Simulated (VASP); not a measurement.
# Se (P3_121) in VASP: notebook

Aim: see how the results for Se move with the level of theory and the settings. Levels: PBEsol, r2SCAN, RPBE+D4. Tasks: single point, relaxation of cell and atoms.

Everything below comes from runs of VASP 6.6.1. Logs are shortened: lines on timing, memory, paths and dates and some standing lists are left out, and cuts for length are marked.

**1. The cell of the first run**

It takes space group P3_121 (No. 152, trigonal). The conventional cell has a = 4.038 Å, b = 4.038 Å, c = 5.123 Å, α = 90.00°, β = 90.00°, γ = 120.00°. Within 3.2 Å of Se (site symmetry 2) lie 6 Se at 2.44 to 3.18 Å.

**2. Single point, PBEsol**

The input, INCAR:

```
SYSTEM = Se
PREC = Accurate
ENCUT = 520
EDIFF = 1E-6
ISMEAR = -1
SIGMA = 0.05
LREAL = .False.
LASPH = .True.
NELM = 100
ALGO = Normal
ISIF = 2
LWAVE = .False.
LCHARG = .True.
GGA = PS
LELF = .True.
LVHAR = .True.
NBANDS = 16
```

The input, KPOINTS:

```
regular mesh
0
Gamma
  7 7 6
  0 0 0
```

The input, POSCAR:

```
Se
1.0
    4.0376953807      0.0000000000      0.0000000000
   -2.0188476903      3.4967467724      0.0000000000
    0.0000000000      0.0000000000      5.1229422911
Se
3
Direct
    0.7513308914      0.7513308914      0.0000000000
    0.0000000000      0.2486691086      0.6666666667
    0.2486691086      0.0000000000      0.3333333333
```

Potentials or basis: VASP PAW PBE potentials, release 64 (Se).

On the command line:

```bash
$ cat potpaw_PBE.64/Se/POTCAR > POTCAR
$ mpirun -np 1 vasp_std > vasp.out
```

OUTCAR:

```text
SYSTEM = Se
   PREC = Accurate
   ENCUT = 520
   EDIFF = 1E-6
   ISMEAR = -1
   LREAL = .False.
   LASPH = .True.
   NELM = 100
   ISIF = 2
   GGA = PS

 ion  position               nearest neighbor table
   1  0.751  0.751  0.000-   2 2.44   3 2.44
   2  0.000  0.249  0.667-   1 2.44   3 2.44
   3  0.249  0.000  0.333-   1 2.44   2 2.44

  LATTYP: Found a hexagonal cell.
 ALAT       =     4.0376953807
 C/A-ratio  =     1.2687787978

  Lattice vectors:

 A1 = (   4.0376953807,   0.0000000000,   0.0000000000)
 A2 = (  -2.0188476903,   3.4967467724,   0.0000000000)
 A3 = (   0.0000000000,   0.0000000000,   5.1229422911)

Analysis of symmetry for initial positions (statically):
=====================================================================
 Subroutine PRICEL returns:
 Original cell was already a primitive cell.

 Routine SETGRP: Setting up the symmetry group for a
 hexagonal supercell.

 Subroutine GETGRP returns: Found  6 space group operations
 (whereof  2 operations were pure point group operations)
 out of a pool of 24 trial point group operations.

The static configuration has the point symmetry C_2 .
 The point group associated with its full space group is D_3 .

Analysis of symmetry for dynamics (positions and initial velocities):
=====================================================================
 Subroutine PRICEL returns:
 Original cell was already a primitive cell.

 Routine SETGRP: Setting up the symmetry group for a
 hexagonal supercell.

 Subroutine GETGRP returns: Found  6 space group operations
 (whereof  2 operations were pure point group operations)
 out of a pool of 24 trial point group operations.

The dynamic configuration has the point symmetry C_2 .
 The point group associated with its full space group is D_3 .

 Subroutine INISYM returns: Found  6 space group operations
 (whereof  2 operations are pure point group operations),
 and found     1 'primitive' translations

----------------------------------------------------------------------------------------

                                     Primitive cell

  volume of cell :      72.3298

  direct lattice vectors                    reciprocal lattice vectors
     4.037695381  0.000000000  0.000000000     0.247666034  0.142990051  0.000000000
    -2.018847690  3.496746772  0.000000000     0.000000000  0.285980102  0.000000000
     0.000000000  0.000000000  5.122942291     0.000000000  0.000000000  0.195200325

  length of vectors
     4.037695381  4.037695381  5.122942291     0.285980102  0.285980102  0.195200325

  position of ions in fractional coordinates (direct lattice)
     0.751330891  0.751330891  0.000000000
     1.000000000  0.248669109  0.666666667
     0.248669109  0.000000000  0.333333333

  ion indices of the primitive-cell ions
   primitive index   ion index
                 1           1
                 2           2
                 3           3

----------------------------------------------------------------------------------------

 KPOINTS: regular mesh

Automatic generation of k-mesh.
 Grid dimensions read from file:
 generate k-points for:    7    7    6

 Generating k-lattice:

  Cartesian coordinates                     Fractional coordinates (reciprocal lattice)
     0.035380862  0.020427150  0.000000000     0.142857143  0.000000000  0.000000000
     0.000000000  0.040854300  0.000000000     0.000000000  0.142857143  0.000000000
     0.000000000  0.000000000  0.032533387     0.000000000  0.000000000  0.166666667

  Length of vectors
     0.040854300  0.040854300  0.032533387

  Shift w.r.t. Gamma in fractional coordinates (k-lattice)
     0.000000000  0.000000000  0.000000000

 Subroutine IBZKPT returns following result:
 ===========================================

 Found     40 irreducible k-points:

 Following reciprocal coordinates:
            Coordinates               Weight
  0.000000  0.000000  0.000000      1.000000
  0.142857 -0.000000  0.000000      6.000000
  0.285714 -0.000000  0.000000      6.000000
  0.428571  0.000000  0.000000      6.000000
  0.142857  0.142857  0.000000      6.000000
  0.285714  0.142857  0.000000     12.000000
[... 16 lines left out ...]
  0.000000  0.142857  0.333333      6.000000
  0.285714 -0.000000  0.333333      6.000000
 [... further k-points ...]
   k-points           NKPTS =     40   k-points in BZ     NKDIM =     40   number of bands    NBANDS=     16
   number of dos      NEDOS =    301   number of ions     NIONS =      3
   total plane-waves  NPLWV =  36000
   dimension x,y,z NGX =    30 NGY =   30 NGZ =   40
   dimension x,y,z NGXF=    60 NGYF=   60 NGZF=   80
   ions per type =               3
   NGX,Y,Z   is equivalent  to a cutoff of  12.35, 12.35, 12.98 a.u.
   NGXF,Y,Z  is equivalent  to a cutoff of  24.70, 24.70, 25.96 a.u.
 SYSTEM =  Se
   PREC   = accura    normal or accurate (medium, high low for compatibility)
   ISTART =      0    job   : 0-new  1-cont  2-samecut
   ICHARG =      2    charge: 1-file 2-atom 10-const
   ISPIN  =      1    spin polarized calculation?
   LNONCOLLINEAR =      F non collinear calculations
   LSORBIT =      F    spin-orbit coupling
   LASPH  =      T    aspherical Exc in radial PAW
   ENCUT  =  520.0 eV  38.22 Ry    6.18 a.u.   7.51  7.51  9.53*2*pi/ulx,y,z
   NELM   =    100;   NELMIN=  2; NELMDL= -5     # of ELM steps
   EDIFF  = 0.1E-05   stopping-criterion for ELM
   LREAL  =      F    real-space projection
   EDIFFG = 0.1E-04   stopping-criterion for IOM
   NSW    =      0    number of steps for IOM
   IBRION =     -1    ionic relax: 0-MD 1-quasi-New 2-CG
   NFREE  =      0    steps in history (QN), initial steepest desc. (CG)
   ISIF   =      2    stress and relaxation
   ISYM   =      2    0-nonsym 1-usesym 2-fastsym
   POTIM  = 0.5000    time-step for ionic-motion
   TEBEG  =    0.0;   TEEND  =   0.0 temperature during run
   PSTRESS=    0.0 pullay stress
   NELECT =      18.0000    total number of electrons
   NUPDOWN=      -1.0000    fix difference up-down
   EMIN   =  10.00;   EMAX   =-10.00  energy-range for DOS
   EFERMI =   0.00;   METHOD = LEGACY
   ISMEAR =    -1;   SIGMA  =   0.05  broadening in eV -4-tet -1-fermi 0-gaus
   EFERMI_NEDOS =   21; number of points for ismear=-14 and -15
   IALGO  =     38    algorithm
   IMIX   =      4    mixing-type and parameters
     AMIX     =   0.40;   BMIX     =  1.00
     AMIX_MAG =   1.60;   BMIX_MAG =  1.00
  volume/ion in A,a.u.               =      24.11       162.70
  Fermi-wavevector in a.u.,A,eV,Ry     =   1.029738  1.945922 14.427069  1.060360
  Thomas-Fermi vector in A             =   2.163800
   LORBIT       =      0    0 simple, 1 ext, 2 COOP (PROOUT), +10 PAW based schemes
   GGA     = PS    functional components
   LHFCALC =     F    Hartree Fock is set to
   AEXX    =    0.0000 exact exchange contribution
   IVDW    =     0    specifies the selected vdW correction
   LEPSILON=     F    determine dielectric tensor
   LRPA    =     F    only Hartree local field effects (RPA)
 non-spin polarized calculation
  energy-cutoff  :      520.00
  volume of cell :       72.33
 maximum number of plane-waves:      1976
 NGX is ok and might be reduce to    30
   NGX = 15   NGY = 15   NGZ = 19

 number of electron      18.0000001 magnetization

 Free energy of the ion-electron system (eV)
  ---------------------------------------------------
  ext. energy  EPLUGINS =         0.00000000
  ---------------------------------------------------
  free energy    TOTEN  =       -11.56106746 eV

  energy without entropy =      -11.56105995  energy(sigma->0) =      -11.56106371

 E-fermi :   4.1657     XC(G=0):  -9.6896

 val. band max:        3.7280582995   @ k =   0.4286   0.1429   0.5000
 cond. band min:       4.6307148143   @ k =   0.2857   0.2857   0.5000
 fundamental gap:      0.9026565148
 Fermi energy:         4.1656538900

 k-point     1 :       0.0000    0.0000    0.0000
  band No.  band energies     occupation
      1     -12.3318      2.00000
      2      -8.2250      2.00000
      3      -8.2250      2.00000
      4       0.0555      2.00000
      5       0.2939      2.00000
      6       0.2939      2.00000
[... 8 lines left out ...]
     15      10.5384      0.00000
     16      12.0602      0.00000

 k-point     2 :       0.1429   -0.0000    0.0000
  band No.  band energies     occupation
      1     -12.1930      2.00000
      2      -8.2895      2.00000
      3      -8.1900      2.00000
      4      -0.8294      2.00000
      5      -0.2198      2.00000
      6       0.2175      2.00000
[... 8 lines left out ...]
     15      11.2996      0.00000
     16      11.9433      0.00000

 k-point     3 :       0.2857   -0.0000    0.0000
  band No.  band energies     occupation
      1     -11.8250      2.00000
      2      -8.5367      2.00000
      3      -8.1061      2.00000
      4      -1.6543      2.00000
      5      -0.8624      2.00000
      6      -0.1472      2.00000
[... 8 lines left out ...]
     15      12.2253      0.00000
     16      12.9993      0.00000

 k-point     4 :       0.4286    0.0000    0.0000
  band No.  band energies     occupation
      1     -11.4328      2.00000
      2      -8.8844      2.00000
      3      -8.0334      2.00000
      4      -1.8536      2.00000
      5      -1.2429      2.00000
      6      -0.2406      2.00000
[... 8 lines left out ...]
     15      13.7953      0.00000
     16      14.4160      0.00000

 k-point     5 :       0.1429    0.1429    0.0000
  band No.  band energies     occupation
      1     -11.9378      2.00000
      2      -8.4135      2.00000
      3      -8.1689      2.00000
      4      -1.3917      2.00000
      5      -1.0049      2.00000
      6       0.2786      2.00000
[... 8 lines left out ...]
     15      11.9144      0.00000
     16      12.4931      0.00000

 k-point     6 :       0.2857    0.1429    0.0000
  band No.  band energies     occupation
      1     -11.5397      2.00000
      2      -8.6802      2.00000
      3      -8.1656      2.00000
      4      -1.7370      2.00000
      5      -1.3610      2.00000
      6       0.0036      2.00000
[... 8 lines left out ...]
     15      12.9534      0.00000
     16      13.8131      0.00000

 k-point     7 :       0.4286    0.1429    0.0000
  band No.  band energies     occupation
      1     -11.3120      2.00000
      2      -8.8729      2.00000
      3      -8.1630      2.00000
      4      -1.7593      2.00000
      5      -1.3943      2.00000
      6       0.0253      2.00000
[... 8 lines left out ...]
     15      13.0445      0.00000
     16      14.3670      0.00000

 k-point     8 :       0.2857    0.2857    0.0000
  band No.  band energies     occupation
      1     -11.2657      2.00000
      2      -8.6908      2.00000
      3      -8.4062      2.00000
      4      -1.5965      2.00000
      5      -1.5347      2.00000
      6       0.1831      2.00000
[... 8 lines left out ...]
     15      12.3343      0.00000
     16      13.6846      0.00000

 k-point     9 :       0.0000    0.0000    0.1667
  band No.  band energies     occupation
      1     -12.2050      2.00000
      2      -9.3609      2.00000
      3      -7.0780      2.00000
      4      -0.1928      2.00000
      5       0.1392      2.00000
      6       0.6371      2.00000
[... 8 lines left out ...]
     15      11.1216      0.00000
     16      11.1417      0.00000
[... 172 lines left out ...]
 k-point    19 :       0.4286    0.1429    0.1667
  band No.  band energies     occupation
      1     -11.2085      2.00000
      2      -9.2243      2.00000
      3      -7.9188      2.00000
      4      -1.9253      2.00000
      5      -1.5739      2.00000
      6      -0.2070      2.00000
[... 8 lines left out ...]
     15      12.8860      0.00000
     16      13.7511      0.00000

 k-point    20 :       0.2857    0.2857    0.1667
  band No.  band energies     occupation
      1     -11.1624      2.00000
      2      -9.1716      2.00000
      3      -8.0160      2.00000
      4      -2.0080      2.00000
      5      -1.4536      2.00000
      6      -0.1574      2.00000
[... 8 lines left out ...]
     15      12.3172      0.00000
     16      14.1764      0.00000

 k-point    21 :       0.0000    0.0000    0.3333
  band No.  band energies     occupation
      1     -11.8279      2.00000
      2     -10.3771      2.00000
      3      -6.1252      2.00000
      4      -0.7096      2.00000
      5       0.3611      2.00000
      6       0.7590      2.00000
[... 8 lines left out ...]
     15      11.2159      0.00000
     16      11.8232      0.00000

 k-point    22 :       0.1429   -0.0000    0.3333
  band No.  band energies     occupation
      1     -11.7002      2.00000
      2     -10.2813      2.00000
      3      -6.3793      2.00000
      4      -0.9381      2.00000
      5      -0.0123      2.00000
      6       0.5966      2.00000
[... 8 lines left out ...]
     15      11.1971      0.00000
     16      11.4654      0.00000

 k-point    23 :       0.0000    0.1429    0.3333
  band No.  band energies     occupation
      1     -11.6971      2.00000
      2     -10.2905      2.00000
      3      -6.3489      2.00000
      4      -1.0096      2.00000
      5      -0.2994      2.00000
      6       0.5112      2.00000
[... 8 lines left out ...]
     15      11.1381      0.00000
     16      11.9730      0.00000

 k-point    24 :       0.2857   -0.0000    0.3333
  band No.  band energies     occupation
      1     -11.3720      2.00000
      2     -10.0348      2.00000
      3      -7.0175      2.00000
      4      -1.4815      2.00000
      5      -0.6673      2.00000
      6       0.1288      2.00000
[... 8 lines left out ...]
     15      11.0886      0.00000
     16      12.2325      0.00000

 [... further k-points ...]

------------------------ aborting loop because EDIFF is reached ----------------------------------------

  FORCE on cell =-STRESS in cart. coord.  units (eV):
  Direction    XX          YY          ZZ          XY          YZ          ZX
  --------------------------------------------------------------------------------------
  -------------------------------------------------------------------------------------
  Total        0.0618132      0.0618132      0.1149702      0.0000000     -0.0000000     -0.0000000
  in kB        1.3692242      1.3692242      2.5467053      0.0000000     -0.0000000     -0.0000000
  external PRESSURE =       1.7617179 kB  Pullay stress =       0.0000000 kB

 VOLUME and BASIS-vectors are now :
 -----------------------------------------------------------------------------
  energy-cutoff  :      520.00
  volume of cell :       72.33
      direct lattice vectors                 reciprocal lattice vectors
     4.037695381  0.000000000  0.000000000     0.247666034  0.142990051  0.000000000
    -2.018847690  3.496746772  0.000000000     0.000000000  0.285980102  0.000000000
     0.000000000  0.000000000  5.122942291     0.000000000  0.000000000  0.195200325

 POSITION                                       TOTAL-FORCE (eV/Angst)
 -----------------------------------------------------------------------------------
      1.51682      2.62721      0.00000        -0.015316     -0.026529      0.000000
     -0.50203      0.86953      3.41529        -0.015316      0.026529     -0.000000
      1.00405      0.00000      1.70765         0.030633      0.000000      0.000000
 -----------------------------------------------------------------------------------
    total drift:                               -0.000001     -0.000001      0.000000

  FREE ENERGIE OF THE ION-ELECTRON SYSTEM (eV)
  ---------------------------------------------------
  free  energy   TOTEN  =       -11.5610674578 eV

  energy  without entropy=      -11.5610599541  energy(sigma->0) =      -11.56106371
```

It took 32 s on 1 thread of Intel Xeon Platinum 8259CL at 2.50GHz (Skylake/Cascade Lake), shared host; peak memory 0.19 GiB.

What came out:

| Item | Value |
| --- | --- |
| Free energy | -11.5611 eV |
| Pressure | 0.2 GPa |
| Largest force | 0.031 eV/Å |
| Band gap on the k mesh | 0.90 eV, indirect (least direct gap 1.13 eV) |

Forces in eV/Å, atoms in the order of the input:
```
Se  -0.015 -0.027  0.000
Se  -0.015  0.027  0.000
Se   0.031  0.000  0.000
```

Caveat: the PAW data sets were made with another functional, which shifts forces and pressure a little. A k mesh can miss the band edges.

**3. Single point, r2SCAN**

This run uses another cell than the first one, of 25.63 Å³/atom, 1.063 times its volume.

The input, POSCAR:

```
Se
1.0
    4.2770688679      0.0000000000      0.0000000000
   -2.1385344339      3.7040502933      0.0000000000
    0.0000000000      0.0000000000      4.8524777481
Se
3
Direct
    0.7746000000      0.7746000000      0.0000000000
    0.0000000000      0.2254000000      0.6666666667
    0.2254000000      0.0000000000      0.3333333333
```

The input, INCAR.step1:

```
PREC     = Accurate       # precision mode
ENCUT    = 520            # plane-wave cutoff, eV
ISMEAR   = -1             # smearing method
SIGMA    = 0.05           # smearing width, eV
LREAL    = F              # projectors in reciprocal space
LASPH    = T              # aspherical terms in the spheres
NELM     = 80             # most SCF steps
NBANDS   = 16             # bands
GGA      = PE             # functional
ALGO     = Normal         # electronic algorithm
EDIFF    = 1E-4           # SCF threshold, eV
LWAVE    = T              # write WAVECAR
LCHARG   = F              # write CHGCAR
```

The input, INCAR.step2:

```
PREC     = Accurate       # precision mode
ENCUT    = 520            # plane-wave cutoff, eV
EDIFF    = 1E-7           # SCF threshold, eV
ISMEAR   = -1             # smearing method
SIGMA    = 0.05           # smearing width, eV
LREAL    = F              # projectors in reciprocal space
LASPH    = T              # aspherical terms in the spheres
NELM     = 80             # most SCF steps
ALGO     = Normal         # electronic algorithm
ISIF     = 2              # what is computed and relaxed
LWAVE    = F              # write WAVECAR
LCHARG   = F              # write CHGCAR
METAGGA  = R2SCAN         # meta-GGA
LMIXTAU  = T            
NBANDS   = 16             # bands
ISTART   = 1
```

The input, KPOINTS:

```
regular mesh
0
Gamma
  7 7 6
```

Potentials or basis: VASP PAW PBE potentials, release 64 (Se).

On the command line:

```bash
$ cat potpaw_PBE.64/Se/POTCAR > POTCAR
$ cp INCAR.step1 INCAR
$ mpirun -np 1 vasp_std > vasp.out
$ cp INCAR.step2 INCAR
$ mpirun -np 1 vasp_std > vasp.out
```

Wall time 2 min (1 thread of Intel Xeon Platinum 8259CL at 2.50GHz (Skylake/Cascade Lake), shared host); peak memory 0.2 GiB.

Results (log left out):

```yaml
Free_energy: -42.8082 eV
Pressure: 5.7 GPa
Largest_force: 0.735 eV/Å
Band_gap_on_the_k_mesh: 1.40 eV, indirect (least direct gap 1.79 eV)
```

Forces in eV/Å, atoms in the order of the input:
```
Se  -0.367 -0.636  0.000
Se  -0.367  0.636  0.000
Se   0.735  0.000  0.000
```

Stress tensor (GPa, compression positive):
```
4.60 0.00 0.00
0.00 4.60 0.00
0.00 0.00 7.80
```

Levels at points of the mesh, in eV from the valence-band top:
| k point | band 6 | band 7 | band 8 | band 9 | band 10 | band 11 | band 12 | band 13 |
| --- | --- | --- | --- | --- | --- | --- | --- | --- |
| (0.00, 0.00, 0.00) | -4.20 | -2.44 | -2.44 | -0.58 | 2.20 | 2.20 | 2.38 | 6.75 |
| (0.00, 0.00, 0.50) | -3.79 | -1.84 | -1.84 | -1.40 | 1.40 | 1.40 | 1.42 | 6.56 |

Caveat: the PAW data sets were made with another functional, which shifts forces and pressure a little.

(Continued in part 2 of 3.)
